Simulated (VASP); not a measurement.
## Zr7Ge: single point with PBE

Crystal: Zr7Ge.

```
CELL_PARAMETERS angstrom
0.00000 4.43916 4.43916
4.43916 0.00000 4.43916
4.43916 4.43916 0.00000
ATOMIC_POSITIONS crystal
Zr 0.00000 0.00000 0.00000
Zr 0.00000 0.50000 0.00000
Zr 0.50000 0.00000 0.00000
Zr 0.00000 0.50000 0.50000
Zr 0.50000 0.00000 0.50000
Zr 0.00000 0.00000 0.50000
Zr 0.50000 0.50000 0.00000
Ge 0.50000 0.50000 0.50000
```

The cell was built from a structure type or drawn by symmetry, and may not be a known phase.

| Property | Result |
| --- | --- |
| Program | VASP 6.6.1 |
| Task | single point |
| Functional | PBE |
| Potentials or basis | VASP PAW PBE potentials, release 64 (Zr_sv, Ge_d) |
| Cutoff | 500 eV |
| k mesh | 4 × 4 × 4 |
| Occupations | gaussian, width 0.2 eV |
| Spin | no spin polarisation |
| Dipole correction | no |
| Further INCAR settings | ALGO = Normal; EDIFF = 1e-06; NBANDS = 59 |

- Pressure: 0.1 GPa
- Band gap on the k mesh: zero (bands 49 and 50 overlap by 1.14 eV)

Levels at points of the mesh, in eV from the Fermi level:
| k point | band 46 | band 47 | band 48 | band 49 | band 50 | band 51 | band 52 | band 53 |
| --- | --- | --- | --- | --- | --- | --- | --- | --- |
| (0.00, 0.00, 0.00) | -1.18 | -1.18 | 0.83 | 0.83 | 0.83 | 0.91 | 0.91 | 0.91 |
| (0.50, 0.00, 0.00) | -0.31 | -0.31 | -0.25 | -0.25 | -0.19 | 0.09 | 0.44 | 0.68 |
| (0.50, 0.50, 0.00) | -0.51 | -0.39 | -0.39 | -0.35 | -0.20 | -0.20 | 0.28 | 0.77 |

It took 110 s on 1 thread of Intel(R) Xeon(R) Platinum 8559C (Emerald Rapids), with other jobs on the host, peak memory 0.33 GiB.
